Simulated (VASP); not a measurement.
Wanted: the native input for a VASP 6.6.1 run.

```
Task                   : electric field gradients
Functional             : PBE
Potentials or basis    : VASP PAW PBE potentials, release 64 (Mn_pv, As)
Cutoff                 : 520 eV
k mesh                 : 12 × 12 × 12
Occupations            : fermi-dirac, width 0.08 eV
Spin                   : collinear spin, ferromagnetic start
Starting moments       : [4.0, 0.0] μB
Dipole correction      : no
Further INCAR settings : ALGO = Normal; EDIFF = 1e-08; NBANDS = 20
```

The structure of MnAs (rocksalt type) lies in POSCAR:

```
MnAs
1.0
    0.0000000000      2.5829914404      2.5829914404
    2.5829914404      0.0000000000      2.5829914404
    2.5829914404      2.5829914404      0.0000000000
Mn As
1 1
Direct
    0.0000000000      0.0000000000      0.0000000000
    0.5000000000      0.5000000000      0.5000000000
```

These files were run (other wordings do the same):

INCAR

```
SYSTEM = MnAs
ALGO     = Normal         ! electronic algorithm
EDIFF    = 1E-8           ! SCF threshold, eV
ENCUT    = 520            ! plane-wave cutoff, eV
GGA      = PE             ! functional
ISIF     = 2              ! what is computed and relaxed
ISMEAR   = -1             ! smearing method
ISPIN    = 2              ! spin polarisation
LASPH    = .TRUE.         ! aspherical terms in the spheres
LCHARG   = .FALSE.        ! write CHGCAR
LEFG     = .TRUE.       
LMAXMIX  = 4              ! l up to which the mixer works
LORBIT   = 11             ! projections on sites
LREAL    = .FALSE.        ! projectors in reciprocal space
LWAVE    = .FALSE.        ! write WAVECAR
MAGMOM   = 4 0            ! initial moments
NBANDS   = 20             ! bands
NELM     = 150            ! most SCF steps
PREC     = Accurate       ! precision mode
SIGMA    = 0.08           ! smearing width, eV
```

KPOINTS

```
k-points
0
G
  12 12 12
  0 0 0
```

Potentials or basis: VASP PAW PBE potentials, release 64 (Mn_pv, As).

The run is started by

```sh
$ cat potpaw_PBE.64/Mn_pv/POTCAR potpaw_PBE.64/As/POTCAR > POTCAR
$ mpirun -np 1 vasp_std > vasp.out
```

It gave:

```json
{"Pressure": "0.2 GPa", "Net moment": "3.68 μB per cell", "Site moments": "Mn +3.63; As -0.09 μB", "Largest electric field gradient by atom": "under 0.05 V/Å² on every atom", "Valence electrons inside the program's atomic spheres": "Mn 11.50; As 2.81"}
```

Caveat: a cell with one magnetic atom can't hold antiferromagnetic order, which such compounds often take.

Run time: 62 s on 1 thread of Intel(R) Xeon(R) Platinum 8559C (Emerald Rapids), on a shared host, peak memory 0.21 GiB.
